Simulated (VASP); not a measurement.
# CoO in VASP: single point with PBE

Aim: the single point of CoO with PBE.

Everything below comes from runs of VASP 6.6.1. Logs are shortened: lines on timing, memory, paths and dates and some standing lists are left out, and cuts for length are marked.

**1. The cell of the first run**

The cell holds a slab with vacuum, 8 atoms: a = 3.205 Å, b = 3.205 Å, c = 25.306 Å, α = 90.00°, β = 90.00°, γ = 120.00°.

**2. Single point, PBE, collinear spin, antiferromagnetic start**

Contents of INCAR:

```
SYSTEM = CoO
  PREC = Accurate
  ENCUT = 520
  EDIFF = 1E-6
  ISMEAR = 0
  SIGMA = 0.05
  LREAL = .FALSE.
  LASPH = .TRUE.
  NELM = 150
  ALGO = Normal
  ISIF = 2
  LWAVE = .FALSE.
  LCHARG = .FALSE.
  ISPIN = 2
  MAGMOM = 2.25 -2.25 2.25 -2.25 0.15 -0.15 0.15 -0.15
  LORBIT = 11
  LMAXMIX = 4
  LDIPOL = .TRUE.
  IDIPOL = 3
  DIPOL = 0.5 0.5 0.500
  GGA = PE
  NBANDS = 44
```

Contents of KPOINTS:

```
Automatic mesh
0
G
  9 9 1
  0 0 0
```

Contents of POSCAR:

```
CoO
1.0
    3.2047189864      0.0000000000      0.0000000000
   -1.6023594932      2.7753680542      0.0000000000
    0.0000000000      0.0000000000     25.3055851117
Co O
4 4
Direct
    0.3333333333      0.6666666667      0.3358942290
    0.6666666667      0.3333333333      0.4366250338
    0.0000000000      0.0000000000      0.5375394273
    0.3333333333      0.6666666667      0.6408385688
    0.6666666667      0.3333333333      0.3619135981
    0.0000000000      0.0000000000      0.4626441842
    0.3333333333      0.6666666667      0.5633613156
    0.6666666667      0.3333333333      0.6579282515
```

Potentials or basis: VASP PAW PBE potentials, release 64 (Co, O).

Launch:

```sh
$ cat potpaw_PBE.64/Co/POTCAR potpaw_PBE.64/O/POTCAR > POTCAR
$ mpirun -np 1 vasp_std > vasp.out
```

OUTCAR:

```text
SYSTEM = CoO
   PREC = Accurate
   ENCUT = 520
   EDIFF = 1E-6
   ISMEAR = 0
   LREAL = .FALSE.
   LASPH = .TRUE.
   NELM = 150
   ISIF = 2
   ISPIN = 2
   LORBIT = 11
   GGA = PE

 ion  position               nearest neighbor table
   1  0.333  0.667  0.336-   5 1.96   5 1.96   5 1.96
   2  0.667  0.333  0.437-   5 1.89   6 1.96   6 1.96   6 1.96
   3  0.000  0.000  0.538-   6 1.90   7 1.96   7 1.96   7 1.96
   4  0.333  0.667  0.641-   8 1.90   8 1.90   8 1.90   7 1.96
   5  0.667  0.333  0.362-   2 1.89   1 1.96   1 1.96   1 1.96
   6  0.000  0.000  0.463-   3 1.90   2 1.96   2 1.96   2 1.96
   7  0.333  0.667  0.563-   4 1.96   3 1.96   3 1.96   3 1.96
   8  0.667  0.333  0.658-   4 1.90   4 1.90   4 1.90

  LATTYP: Found a hexagonal cell.
 ALAT       =     3.2047189864
 C/A-ratio  =     7.8963507312

  Lattice vectors:

 A1 = (   3.2047189864,   0.0000000000,   0.0000000000)
 A2 = (  -1.6023594932,   2.7753680542,   0.0000000000)
 A3 = (   0.0000000000,   0.0000000000,  25.3055851117)

Analysis of symmetry for initial positions (statically):
=====================================================================
 Subroutine PRICEL returns:
 Original cell was already a primitive cell.

 Routine SETGRP: Setting up the symmetry group for a
 hexagonal supercell.

 Subroutine GETGRP returns: Found  6 space group operations
 (whereof  6 operations were pure point group operations)
 out of a pool of 24 trial point group operations.

The static configuration has the point symmetry C_3v.

Analysis of symmetry for dynamics (positions and initial velocities):
=====================================================================
 Subroutine PRICEL returns:
 Original cell was already a primitive cell.

 Routine SETGRP: Setting up the symmetry group for a
 hexagonal supercell.

 Subroutine GETGRP returns: Found  6 space group operations
 (whereof  6 operations were pure point group operations)
 out of a pool of 24 trial point group operations.

The dynamic configuration has the point symmetry C_3v.

Analysis of structural, dynamic, and magnetic symmetry:
=====================================================================
 Subroutine PRICEL returns:
 Original cell was already a primitive cell.

 Routine SETGRP: Setting up the symmetry group for a
 hexagonal supercell.

 Subroutine GETGRP returns: Found  6 space group operations
 (whereof  6 operations were pure point group operations)
 out of a pool of 24 trial point group operations.

The overall configuration has the point symmetry C_3v.

 Subroutine INISYM returns: Found  6 space group operations
 (whereof  6 operations are pure point group operations),
 and found     1 'primitive' translations

----------------------------------------------------------------------------------------

                                     Primitive cell

  volume of cell :     225.0748

  direct lattice vectors                    reciprocal lattice vectors
     3.204718986  0.000000000  0.000000000     0.312039840  0.180156286  0.000000000
    -1.602359493  2.775368054  0.000000000     0.000000000  0.360312571  0.000000000
     0.000000000  0.000000000 25.305585112     0.000000000  0.000000000  0.039516968

  length of vectors
     3.204718986  3.204718986 25.305585112     0.360312571  0.360312571  0.039516968

  position of ions in fractional coordinates (direct lattice)
     0.333333333  0.666666667  0.335894229
     0.666666667  0.333333333  0.436625034
     0.000000000  0.000000000  0.537539427
     0.333333333  0.666666667  0.640838569
     0.666666667  0.333333333  0.361913598
     0.000000000  0.000000000  0.462644184
     0.333333333  0.666666667  0.563361316
     0.666666667  0.333333333  0.657928252

  ion indices of the primitive-cell ions
   primitive index   ion index
                 1           1
                 2           2
                 3           3
                 4           4
                 5           5
                 6           6
                 7           7
                 8           8

[... 49 lines left out ...]
   PREC   = accura    normal or accurate (medium, high low for compatibility)
   ISTART =      0    job   : 0-new  1-cont  2-samecut
   ICHARG =      2    charge: 1-file 2-atom 10-const
   ISPIN  =      2    spin polarized calculation?
   LNONCOLLINEAR =      F non collinear calculations
   LSORBIT =      F    spin-orbit coupling
   LASPH  =      T    aspherical Exc in radial PAW
   ENCUT  =  520.0 eV  38.22 Ry    6.18 a.u.   5.96  5.96 47.05*2*pi/ulx,y,z
   NELM   =    150;   NELMIN=  2; NELMDL= -5     # of ELM steps
   EDIFF  = 0.1E-05   stopping-criterion for ELM
   LREAL  =      F    real-space projection
   EDIFFG = 0.1E-04   stopping-criterion for IOM
   NSW    =      0    number of steps for IOM
   IBRION =     -1    ionic relax: 0-MD 1-quasi-New 2-CG
   NFREE  =      0    steps in history (QN), initial steepest desc. (CG)
   ISIF   =      2    stress and relaxation
   ISYM   =      2    0-nonsym 1-usesym 2-fastsym
   POTIM  = 0.5000    time-step for ionic-motion
   TEBEG  =    0.0;   TEEND  =   0.0 temperature during run
   PSTRESS=    0.0 pullay stress
   NELECT =      60.0000    total number of electrons
   NUPDOWN=      -1.0000    fix difference up-down
   EMIN   =  10.00;   EMAX   =-10.00  energy-range for DOS
   EFERMI =   0.00;   METHOD = LEGACY
   ISMEAR =     0;   SIGMA  =   0.05  broadening in eV -4-tet -1-fermi 0-gaus
   EFERMI_NEDOS =   21; number of points for ismear=-14 and -15
   IALGO  =     38    algorithm
   IMIX   =      4    mixing-type and parameters
     AMIX     =   0.40;   BMIX     =  1.00
     AMIX_MAG =   1.60;   BMIX_MAG =  1.00
  volume/ion in A,a.u.               =      28.13       189.86
  Fermi-wavevector in a.u.,A,eV,Ry     =   1.053617  1.991048 15.103959  1.110110
  Thomas-Fermi vector in A             =   2.188746
   LORBIT       =     11    0 simple, 1 ext, 2 COOP (PROOUT), +10 PAW based schemes
   GGA     = PE    functional components
   LHFCALC =     F    Hartree Fock is set to
   AEXX    =    0.0000 exact exchange contribution
   IVDW    =     0    specifies the selected vdW correction
   LEPSILON=     F    determine dielectric tensor
   LRPA    =     F    only Hartree local field effects (RPA)
 spin polarized calculation
 Gauss-broadening in eV      SIGMA  =   0.05
  energy-cutoff  :      520.00
  volume of cell :      225.07
 maximum number of plane-waves:      6099
 NGX is ok and might be reduce to    24
   NGX = 11   NGY = 11   NGZ = 95

 dipolmoment           0.000000      0.000000     -0.000171 electrons x Angstroem

 number of electron      60.0000016 magnetization       0.0445717

 number of electron      60.0000016 magnetization      -0.6258571

 dipolmoment           0.000000      0.000000      0.077672 electrons x Angstroem

 Free energy of the ion-electron system (eV)
  ---------------------------------------------------
  ext. energy  EPLUGINS =         0.00000000
  ---------------------------------------------------
  free energy    TOTEN  =       -52.44282907 eV

  energy without entropy =      -52.43111935  energy(sigma->0) =      -52.43697421

 E-fermi :  -0.3533     XC(G=0):  -5.1154

 val. band max:       -0.3610430450   @ k =   0.3333   0.1111   0.0000
 cond. band min:      -0.3423224000   @ k =   0.3333   0.2222   0.0000
 fundamental gap:      0.0187206450
 Fermi energy:        -0.3533350317

 spin component 1

 k-point     1 :       0.0000    0.0000    0.0000
  band No.  band energies     occupation
      1     -20.3472      1.00000
      2     -20.0196      1.00000
      3     -19.7046      1.00000
      4     -18.6264      1.00000
      5      -7.2531      1.00000
      6      -6.7689      1.00000
[... 529 lines left out ...]
     41       7.0858      0.00000
     42       7.6337      0.00000
 Fermi energy:        -0.3533350317

 spin component 2

 k-point     1 :       0.0000    0.0000    0.0000
  band No.  band energies     occupation
      1     -20.3474      1.00000
      2     -19.9600      1.00000
      3     -19.6621      1.00000
      4     -19.1363      1.00000
      5      -7.2289      1.00000
      6      -6.9471      1.00000
[... 529 lines left out ...]
     41       7.0030      0.00000
     42       7.6428      0.00000
 [bands above 42 left out]

------------------------ aborting loop because EDIFF is reached ----------------------------------------

 vacuum level on the upper side and lower side of the slab       (xc-potential included)         0.836        -0.731

  FORCE on cell =-STRESS in cart. coord.  units (eV):
  Direction    XX          YY          ZZ          XY          YZ          ZX
  --------------------------------------------------------------------------------------
  -------------------------------------------------------------------------------------
  Total       -2.7532202     -2.7532202     -0.3512285      0.0000000      0.0000000     -0.0000000
  in kB      -19.5985800    -19.5985800     -2.5001924      0.0000000      0.0000000     -0.0000000
  external PRESSURE =     -13.8991175 kB  Pullay stress =       0.0000000 kB

 VOLUME and BASIS-vectors are now :
 -----------------------------------------------------------------------------
  energy-cutoff  :      520.00
  volume of cell :      225.07
      direct lattice vectors                 reciprocal lattice vectors
     3.204718986  0.000000000  0.000000000     0.312039840  0.180156286  0.000000000
    -1.602359493  2.775368054  0.000000000     0.000000000  0.360312571  0.000000000
     0.000000000  0.000000000 25.305585112     0.000000000  0.000000000  0.039516968

 POSITION                                       TOTAL-FORCE (eV/Angst)
 -----------------------------------------------------------------------------------
     -0.00000      1.85025      8.50000        -0.000000      0.000000      1.052725
      1.60236      0.92512     11.04905        -0.000000      0.000000      0.202113
      0.00000      0.00000     13.60275        -0.000000      0.000000     -0.017567
     -0.00000      1.85025     16.21679        -0.000000     -0.000000      0.062387
      1.60236      0.92512      9.15844        -0.000000      0.000000     -1.256196
      0.00000      0.00000     11.70748         0.000000     -0.000000     -0.005948
     -0.00000      1.85025     14.25619         0.000000     -0.000000      0.008808
      1.60236      0.92512     16.64926        -0.000000     -0.000000     -0.046321
 -----------------------------------------------------------------------------------
    total drift:                                0.000000      0.000000     -0.000140

  FREE ENERGIE OF THE ION-ELECTRON SYSTEM (eV)
  ---------------------------------------------------
  free  energy   TOTEN  =       -52.4428290724 eV

  energy  without entropy=      -52.4311193510  energy(sigma->0) =      -52.43697421

 vacuum level on the upper side and lower side of the slab         5.410         3.825

 total charge

# of ion       s       p       d       tot
------------------------------------------
    1        0.315   0.335   7.247   7.896
    2        0.351   0.452   7.218   8.021
    3        0.355   0.453   7.206   8.013
    4        0.375   0.490   7.136   8.001
    5        1.555   3.429   0.000   4.984
    6        1.553   3.440   0.000   4.993
    7        1.557   3.424   0.000   4.981
    8        1.559   3.402   0.000   4.962
--------------------------------------------------
tot          7.620  15.425  28.807  51.852

 magnetization (x)

# of ion       s       p       d       tot
------------------------------------------
    1        0.004   0.023   2.112   2.139
    2       -0.012  -0.047  -2.172  -2.232
    3        0.008   0.044   2.137   2.190
    4       -0.017  -0.052  -2.298  -2.367
    5        0.005   0.123   0.000   0.127
    6       -0.011  -0.141   0.000  -0.152
    7        0.006   0.113   0.000   0.119
    8       -0.015  -0.299   0.000  -0.314
--------------------------------------------------
tot         -0.032  -0.236  -0.222  -0.490
```

It took 27 min on 1 thread of AMD EPYC 7R13, shared host; peak memory 0.47 GiB.

What came out:

| Item | Value |
| --- | --- |
| Free energy | -52.4428 eV |
| Largest force | 1.256 eV/Å |
| Net moment | -0.63 μB per cell |
| Site moments | Co +2.14, -2.23, +2.19, -2.37; O +0.13, -0.15, +0.12, -0.31 μB |
| Valence electrons inside the program's atomic spheres | Co 7.90, 8.02, 8.01, 8.00; O 4.98, 4.99, 4.96 (each value once) |

Forces on the atoms (eV/Å):
```
Co   0.000  0.000  1.053
Co   0.000  0.000  0.202
Co   0.000  0.000 -0.018
Co   0.000  0.000  0.062
O    0.000  0.000 -1.256
O    0.000  0.000 -0.006
O    0.000  0.000  0.009
O    0.000  0.000 -0.046
```

Levels at points of the mesh, in eV from the Fermi level:
Spin up:
| k point | band 28 | band 29 | band 30 | band 31 | band 32 | band 33 |
| --- | --- | --- | --- | --- | --- | --- |
| (0.00, 0.00, 0.00) | -0.03 | -0.03 | 0.14 | 0.14 | 0.77 | 1.75 |
Spin down:
```
           k point  band 26  band 27  band 28  band 29  band 30  band 31  band 32  band 33  band 34  band 35
(0.00, 0.00, 0.00)    -0.59    -0.59    -0.09    -0.09     0.50     0.50     0.99     1.27     1.90     1.96
```

Caveat: semilocal functionals often make such compounds metallic where correlation or magnetic order opens a gap, which also shifts bond lengths.
